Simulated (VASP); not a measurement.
# WS2 in VASP: further runs

The runs below take WS2 through single point, with r2SCAN.

Program: VASP 6.6.1. These are calculated values, not measurements. Logs are shortened: lines on timing, memory, paths and dates and some standing lists are left out, and cuts for length are marked.

### 1 The cell of the first run

The cell holds a slab with vacuum, 6 atoms: a = 3.181 Å, b = 3.181 Å, c = 23.688 Å, α = 90.00°, β = 90.00°, γ = 120.00°.

### 2 Single point, r2SCAN (all S atoms moved -0.100 Å, as atom 3 along Cartesian [0 0 1])

Contents of POSCAR:

```
WS2
1.0
    3.1814117282      0.0000000000      0.0000000000
   -1.5907058641      2.7551833765      0.0000000000
    0.0000000000      0.0000000000     23.6881463475
W S
2 4
Direct
    0.3333333333      0.6666666667      0.6379434935
    0.6666666667      0.3333333333      0.3620565065
    0.3333333333      0.6666666667      0.2920209890
    0.6666666667      0.3333333333      0.5678823016
    0.3333333333      0.6666666667      0.4236746570
    0.6666666667      0.3333333333      0.6995359696
```

Contents of INCAR.step1:

```
PREC     = Accurate       # precision mode
ENCUT    = 520            # plane-wave cutoff, eV
ISMEAR   = 0              # smearing method
SIGMA    = 0.05           # smearing width, eV
LREAL    = F              # projectors in reciprocal space
LASPH    = T              # aspherical terms in the spheres
NELM     = 80             # most SCF steps
NBANDS   = 35             # bands
GGA      = PE             # functional
ALGO     = Normal         # electronic algorithm
EDIFF    = 1E-4           # SCF threshold, eV
LWAVE    = T              # write WAVECAR
LCHARG   = F              # write CHGCAR
```

Contents of INCAR.step2:

```
PREC     = Accurate       # precision mode
ENCUT    = 520            # plane-wave cutoff, eV
EDIFF    = 1E-7           # SCF threshold, eV
ISMEAR   = 0              # smearing method
SIGMA    = 0.05           # smearing width, eV
LREAL    = F              # projectors in reciprocal space
LASPH    = T              # aspherical terms in the spheres
NELM     = 80             # most SCF steps
ALGO     = Normal         # electronic algorithm
ISIF     = 2              # what is computed and relaxed
LWAVE    = F              # write WAVECAR
LCHARG   = F              # write CHGCAR
METAGGA  = R2SCAN         # meta-GGA
LMIXTAU  = T            
NBANDS   = 35             # bands
ISTART   = 1
```

Contents of KPOINTS:

```
Automatic mesh
0
Gamma
  12 12 2
```

Potentials or basis: VASP PAW PBE potentials, release 64 (W_sv, S).

Launch:

```bash
cat potpaw_PBE.64/W_sv/POTCAR potpaw_PBE.64/S/POTCAR > POTCAR
cp INCAR.step1 INCAR
mpirun -np 1 vasp_std > vasp.out
cp INCAR.step2 INCAR
mpirun -np 1 vasp_std > vasp.out
```

OUTCAR:

```text
PREC = Accurate
   ENCUT = 520
   EDIFF = 1E-7
   ISMEAR = 0
   LREAL = F
   LASPH = T
   NELM = 80
   ISIF = 2
   METAGGA = R2SCAN
   ISTART = 1

 ion  position               nearest neighbor table
   1  0.333  0.667  0.638-   6 2.35   6 2.35   6 2.35   4 2.48   4 2.48   4 2.48
   2  0.667  0.333  0.362-   5 2.35   5 2.35   5 2.35   3 2.48   3 2.48   3 2.48
   3  0.333  0.667  0.292-   2 2.48   2 2.48   2 2.48
   4  0.667  0.333  0.568-   1 2.48   1 2.48   1 2.48
   5  0.333  0.667  0.424-   2 2.35   2 2.35   2 2.35
   6  0.667  0.333  0.700-   1 2.35   1 2.35   1 2.35

  LATTYP: Found a hexagonal cell.
 ALAT       =     3.1814117282
 C/A-ratio  =     7.4457971402

  Lattice vectors:

 A1 = (   3.1814117282,   0.0000000000,   0.0000000000)
 A2 = (  -1.5907058641,   2.7551833765,   0.0000000000)
 A3 = (   0.0000000000,   0.0000000000,  23.6881463475)

Analysis of symmetry for initial positions (statically):
=====================================================================
 Subroutine PRICEL returns:
 Original cell was already a primitive cell.

 Routine SETGRP: Setting up the symmetry group for a
 hexagonal supercell.

 Subroutine GETGRP returns: Found  6 space group operations
 (whereof  6 operations were pure point group operations)
 out of a pool of 24 trial point group operations.

The static configuration has the point symmetry C_3v.

Analysis of symmetry for dynamics (positions and initial velocities):
=====================================================================
 Subroutine PRICEL returns:
 Original cell was already a primitive cell.

 Routine SETGRP: Setting up the symmetry group for a
 hexagonal supercell.

 Subroutine GETGRP returns: Found  6 space group operations
 (whereof  6 operations were pure point group operations)
 out of a pool of 24 trial point group operations.

The dynamic configuration has the point symmetry C_3v.

 Subroutine INISYM returns: Found  6 space group operations
 (whereof  6 operations are pure point group operations),
 and found     1 'primitive' translations

----------------------------------------------------------------------------------------

                                     Primitive cell

  volume of cell :     207.6354

  direct lattice vectors                    reciprocal lattice vectors
     3.181411728  0.000000000  0.000000000     0.314325867  0.181476124  0.000000000
    -1.590705864  2.755183376  0.000000000     0.000000000  0.362952248  0.000000000
     0.000000000  0.000000000 23.688146347     0.000000000  0.000000000  0.042215207

  length of vectors
     3.181411728  3.181411728 23.688146347     0.362952248  0.362952248  0.042215207

  position of ions in fractional coordinates (direct lattice)
     0.333333333  0.666666667  0.637943494
     0.666666667  0.333333333  0.362056506
     0.333333333  0.666666667  0.292020989
     0.666666667  0.333333333  0.567882302
     0.333333333  0.666666667  0.423674657
     0.666666667  0.333333333  0.699535970

  ion indices of the primitive-cell ions
   primitive index   ion index
                 1           1
                 2           2
                 3           3
                 4           4
                 5           5
                 6           6

----------------------------------------------------------------------------------------

 KPOINTS: Automatic mesh

Automatic generation of k-mesh.
 Grid dimensions read from file:
 generate k-points for:   12   12    2

 Generating k-lattice:

  Cartesian coordinates                     Fractional coordinates (reciprocal lattice)
     0.026193822  0.015123010  0.000000000     0.083333333  0.000000000  0.000000000
     0.000000000  0.030246021  0.000000000     0.000000000  0.083333333  0.000000000
     0.000000000  0.000000000  0.021107603     0.000000000  0.000000000  0.500000000

  Length of vectors
     0.030246021  0.030246021  0.021107603

  Shift w.r.t. Gamma in fractional coordinates (k-lattice)
     0.000000000  0.000000000  0.000000000

 Subroutine IBZKPT returns following result:
 ===========================================

 Found     38 irreducible k-points:

 Following reciprocal coordinates:
            Coordinates               Weight
  0.000000  0.000000  0.000000      1.000000
  0.083333  0.000000  0.000000      6.000000
  0.166667  0.000000  0.000000      6.000000
  0.250000  0.000000  0.000000      6.000000
  0.333333  0.000000  0.000000      6.000000
  0.416667  0.000000  0.000000      6.000000
[... 16 lines left out ...]
  0.250000  0.000000  0.500000      6.000000
  0.333333  0.000000  0.500000      6.000000
 [... further k-points ...]
   k-points           NKPTS =     38   k-points in BZ     NKDIM =     38   number of bands    NBANDS=     35
   number of dos      NEDOS =    301   number of ions     NIONS =      6
   total plane-waves  NPLWV = 103680
   dimension x,y,z NGX =    24 NGY =   24 NGZ =  180
   dimension x,y,z NGXF=    48 NGYF=   48 NGZF=  360
   ions per type =               2   4
   NGX,Y,Z   is equivalent  to a cutoff of  12.54, 12.54, 12.63 a.u.
   NGXF,Y,Z  is equivalent  to a cutoff of  25.08, 25.08, 25.27 a.u.
 SYSTEM =  unknown system
   PREC   = accura    normal or accurate (medium, high low for compatibility)
   ISTART =      1    job   : 0-new  1-cont  2-samecut
   ICHARG =      0    charge: 1-file 2-atom 10-const
   ISPIN  =      1    spin polarized calculation?
   LNONCOLLINEAR =      F non collinear calculations
   LSORBIT =      F    spin-orbit coupling
   LASPH  =      T    aspherical Exc in radial PAW
   ENCUT  =  520.0 eV  38.22 Ry    6.18 a.u.   5.92  5.92 44.04*2*pi/ulx,y,z
   NELM   =     80;   NELMIN=  2; NELMDL=  0     # of ELM steps
   EDIFF  = 0.1E-06   stopping-criterion for ELM
   LREAL  =      F    real-space projection
   EDIFFG = 0.1E-05   stopping-criterion for IOM
   NSW    =      0    number of steps for IOM
   IBRION =     -1    ionic relax: 0-MD 1-quasi-New 2-CG
   NFREE  =      0    steps in history (QN), initial steepest desc. (CG)
   ISIF   =      2    stress and relaxation
   ISYM   =      2    0-nonsym 1-usesym 2-fastsym
   POTIM  = 0.5000    time-step for ionic-motion
   TEBEG  =    0.0;   TEEND  =   0.0 temperature during run
   PSTRESS=    0.0 pullay stress
   NELECT =      52.0000    total number of electrons
   NUPDOWN=      -1.0000    fix difference up-down
   EMIN   =  10.00;   EMAX   =-10.00  energy-range for DOS
   EFERMI =   0.00;   METHOD = LEGACY
   ISMEAR =     0;   SIGMA  =   0.05  broadening in eV -4-tet -1-fermi 0-gaus
   EFERMI_NEDOS =   21; number of points for ismear=-14 and -15
   IALGO  =     38    algorithm
   IMIX   =      4    mixing-type and parameters
     AMIX     =   0.40;   BMIX     =  1.00
     AMIX_MAG =   1.60;   BMIX_MAG =  1.00
  volume/ion in A,a.u.               =      34.61       233.53
  Fermi-wavevector in a.u.,A,eV,Ry     =   1.031911  1.950029 14.488024  1.064840
  Thomas-Fermi vector in A             =   2.166082
   LORBIT       =      0    0 simple, 1 ext, 2 COOP (PROOUT), +10 PAW based schemes
   METAGGA = R2SCAN    functional components
   LHFCALC =     F    Hartree Fock is set to
   AEXX    =    0.0000 exact exchange contribution
   IVDW    =     0    specifies the selected vdW correction
   LEPSILON=     F    determine dielectric tensor
   LRPA    =     F    only Hartree local field effects (RPA)
 non-spin polarized calculation
 Gauss-broadening in eV      SIGMA  =   0.05
  energy-cutoff  :      520.00
  volume of cell :      207.64
 maximum number of plane-waves:      5630
 NGX is ok and might be reduce to    24
   NGX = 11   NGY = 11   NGZ = 89

 number of electron      51.9999999 magnetization

 Free energy of the ion-electron system (eV)
  ---------------------------------------------------
  ext. energy  EPLUGINS =         0.00000000
  ---------------------------------------------------
  free energy    TOTEN  =      -139.78940079 eV

  energy without entropy =     -139.78940079  energy(sigma->0) =     -139.78940079

 E-fermi :   1.3748     XC(G=0):  -6.3601

 val. band max:        0.9760133473   @ k =   0.0000   0.0000   0.5000
 cond. band min:       2.3593021404   @ k =   0.3333   0.3333   0.0000
 fundamental gap:      1.3832887931
 Fermi energy:         1.3747638441

 k-point     1 :       0.0000    0.0000    0.0000
  band No.  band energies     occupation
      1     -75.4582      2.00000
      2     -75.3766      2.00000
      3     -39.0518      2.00000
      4     -38.9702      2.00000
      5     -38.8991      2.00000
      6     -38.8991      2.00000
[... 27 lines left out ...]
     34       4.1405      0.00000
     35       6.1283      0.00000

 k-point     2 :       0.0833    0.0000    0.0000
  band No.  band energies     occupation
      1     -75.4569      2.00000
      2     -75.3753      2.00000
      3     -39.0473      2.00000
      4     -38.9657      2.00000
      5     -38.9238      2.00000
      6     -38.9048      2.00000
[... 27 lines left out ...]
     34       4.2084      0.00000
     35       6.4149      0.00000

 k-point     3 :       0.1667    0.0000    0.0000
  band No.  band energies     occupation
      1     -75.4534      2.00000
      2     -75.3718      2.00000
      3     -39.0355      2.00000
      4     -38.9904      2.00000
      5     -38.9538      2.00000
      6     -38.9204      2.00000
[... 27 lines left out ...]
     34       4.5635      0.00000
     35       6.8744      0.00000

 k-point     4 :       0.2500    0.0000    0.0000
  band No.  band energies     occupation
      1     -75.4485      2.00000
      2     -75.3670      2.00000
      3     -39.0820      2.00000
      4     -39.0173      2.00000
      5     -39.0008      2.00000
      6     -38.9416      2.00000
[... 27 lines left out ...]
     34       5.0418      0.00000
     35       7.5073      0.00000

 k-point     5 :       0.3333    0.0000    0.0000
  band No.  band energies     occupation
      1     -75.4437      2.00000
      2     -75.3622      2.00000
      3     -39.1707      2.00000
      4     -39.0896      2.00000
      5     -39.0007      2.00000
      6     -38.9627      2.00000
[... 638 lines left out ...]
 k-point    22 :       0.1667    0.0000    0.5000
  band No.  band energies     occupation
      1     -75.4534      2.00000
      2     -75.3718      2.00000
      3     -39.0355      2.00000
      4     -38.9904      2.00000
      5     -38.9538      2.00000
      6     -38.9204      2.00000
[... 27 lines left out ...]
     34       4.5635      0.00000
     35       6.8773      0.00000

 k-point    23 :       0.2500    0.0000    0.5000
  band No.  band energies     occupation
      1     -75.4485      2.00000
      2     -75.3670      2.00000
      3     -39.0820      2.00000
      4     -39.0173      2.00000
      5     -39.0008      2.00000
      6     -38.9416      2.00000
[... 27 lines left out ...]
     34       5.0418      0.00000
     35       7.5092      0.00000

 k-point    24 :       0.3333    0.0000    0.5000
  band No.  band energies     occupation
      1     -75.4437      2.00000
      2     -75.3622      2.00000
      3     -39.1707      2.00000
      4     -39.0896      2.00000
      5     -39.0007      2.00000
      6     -38.9627      2.00000
[... 27 lines left out ...]
     34       5.4021      0.00000
     35       7.6105      0.00000

 [... further k-points ...]
[... 5 lines left out ...]
  --------------------------------------------------------------------------------------
  -------------------------------------------------------------------------------------
  Total        0.9270027      0.9270027      0.5098333      0.0000000     -0.0000000      0.0000000
  in kB        7.1530311      7.1530311      3.9340272      0.0000000     -0.0000000      0.0000000
  external PRESSURE =       6.0800298 kB  Pullay stress =       0.0000000 kB

 VOLUME and BASIS-vectors are now :
 -----------------------------------------------------------------------------
  energy-cutoff  :      520.00
  volume of cell :      207.64
      direct lattice vectors                 reciprocal lattice vectors
     3.181411728  0.000000000  0.000000000     0.314325867  0.181476124  0.000000000
    -1.590705864  2.755183376  0.000000000     0.000000000  0.362952248  0.000000000
     0.000000000  0.000000000 23.688146347     0.000000000  0.000000000  0.042215207

 POSITION                                       TOTAL-FORCE (eV/Angst)
 -----------------------------------------------------------------------------------
     -0.00000      1.83679     15.11170        -0.000000     -0.000000     -3.320206
      1.59071      0.91839      8.57645         0.000000     -0.000000     -3.319566
     -0.00000      1.83679      6.91744         0.000000     -0.000000      1.466321
      1.59071      0.91839     13.45208        -0.000000      0.000000      1.456704
     -0.00000      1.83679     10.03607        -0.000000     -0.000000      1.853981
      1.59071      0.91839     16.57071         0.000000     -0.000000      1.862765
 -----------------------------------------------------------------------------------
    total drift:                               -0.000000     -0.000001      0.000314

  FREE ENERGIE OF THE ION-ELECTRON SYSTEM (eV)
  ---------------------------------------------------
  free  energy   TOTEN  =      -139.7894007903 eV

  energy  without entropy=     -139.7894007903  energy(sigma->0) =     -139.78940079
```

Run time: 32 min. Hardware: 1 thread of Oxide Virtual Turin-like, shared host; peak memory 0.46 GiB.

Results:

```yaml
Free_energy: -139.7894 eV
Largest_force: 3.320 eV/Å
Band_gap_on_the_k_mesh: 1.38 eV, indirect (least direct gap 1.84 eV)
```

Forces in eV/Å, atoms in the order of the input:
```
W    0.000  0.000 -3.320
W    0.000  0.000 -3.320
S    0.000  0.000  1.466
S    0.000  0.000  1.457
S    0.000  0.000  1.854
S    0.000  0.000  1.863
```

Caveat: the cell differs from its parent crystal (all S atoms moved -0.100 Å, as atom 3 along Cartesian [0 0 1]); the PAW data sets were made with another functional, which shifts forces and pressure a little; spin-orbit coupling is left out, which moves the levels of the heavy elements.

### 3 Single point, r2SCAN (all S atoms moved +0.075 Å, as atom 3 along Cartesian [0 0 1])

Contents of POSCAR:

```
WS2
1.0
    3.1814117282      0.0000000000      0.0000000000
   -1.5907058641      2.7551833765      0.0000000000
    0.0000000000      0.0000000000     23.6881463475
W S
2 4
Direct
    0.3333333333      0.6666666667      0.6379434935
    0.6666666667      0.3333333333      0.3620565065
    0.3333333333      0.6666666667      0.2994086502
    0.6666666667      0.3333333333      0.5752699628
    0.3333333333      0.6666666667      0.4310623182
    0.6666666667      0.3333333333      0.7069236308
```

Contents of INCAR.step1:

```
SYSTEM = WS2
PREC = Accurate ; ENCUT = 520
ISMEAR = 0 ; SIGMA = 0.05
LREAL = .False. ; LASPH = .True.
NELM = 60 ; NBANDS = 35
GGA = PE ; ALGO = Normal
EDIFF = 1E-4 ; LWAVE = .True.
LCHARG = .False.
```

Contents of INCAR.step2:

```
SYSTEM = WS2
PREC = Accurate ; ENCUT = 520
EDIFF = 1E-7 ; ISMEAR = 0
SIGMA = 0.05 ; LREAL = .False.
LASPH = .True. ; NELM = 60
ALGO = Normal ; ISIF = 2
LWAVE = .False. ; LCHARG = .True.
METAGGA = R2SCAN ; LMIXTAU = .True.
LELF = .True. ; LVHAR = .True.
NBANDS = 35 ; ISTART = 1
```

Contents of KPOINTS:

```
Automatic mesh
0
Gamma
  12 12 2
  0 0 0
```

Potentials or basis: VASP PAW PBE potentials, release 64 (W_sv, S).

Launch:

```bash
cat potpaw_PBE.64/W_sv/POTCAR potpaw_PBE.64/S/POTCAR > POTCAR
cp INCAR.step1 INCAR
mpirun -np 1 vasp_std > vasp.out
cp INCAR.step2 INCAR
mpirun -np 1 vasp_std > vasp.out
```

Wall time 27 min (1 thread of Oxide Virtual Turin-like, shared host); peak memory 0.46 GiB.

The run converged. Its results:

```
Free energy            : -139.9348 eV
Largest force          : 2.498 eV/Å
Band gap on the k mesh : 1.47 eV, indirect (least direct gap 1.86 eV)
```

Forces on the atoms (eV/Å):
```
W    0.000  0.000  2.498
W    0.000  0.000  2.497
S    0.000  0.000 -1.373
S    0.000  0.000 -1.367
S    0.000  0.000 -1.124
S    0.000  0.000 -1.130
```

Levels at points of the mesh, in eV from the valence-band top:
```tsv
k point	band 23	band 24	band 25	band 26	band 27	band 28	band 29	band 30
(0.00, 0.00, 0.00)	-2.04	-2.04	-0.43	0.00	2.47	2.47	2.53	2.53
(0.50, 0.00, 0.00)	-1.80	-1.73	-1.38	-1.30	2.58	2.64	3.00	3.10
(0.00, 0.00, 0.50)	-2.04	-2.04	-0.43	0.00	2.47	2.47	2.53	2.53
(0.50, 0.00, 0.50)	-1.80	-1.73	-1.38	-1.30	2.58	2.64	3.00	3.10
```

Caveat: the cell differs from its parent crystal (all S atoms moved +0.075 Å, as atom 3 along Cartesian [0 0 1]); the PAW data sets were made with another functional, which shifts forces and pressure a little; spin-orbit coupling is left out, which moves the levels of the heavy elements.
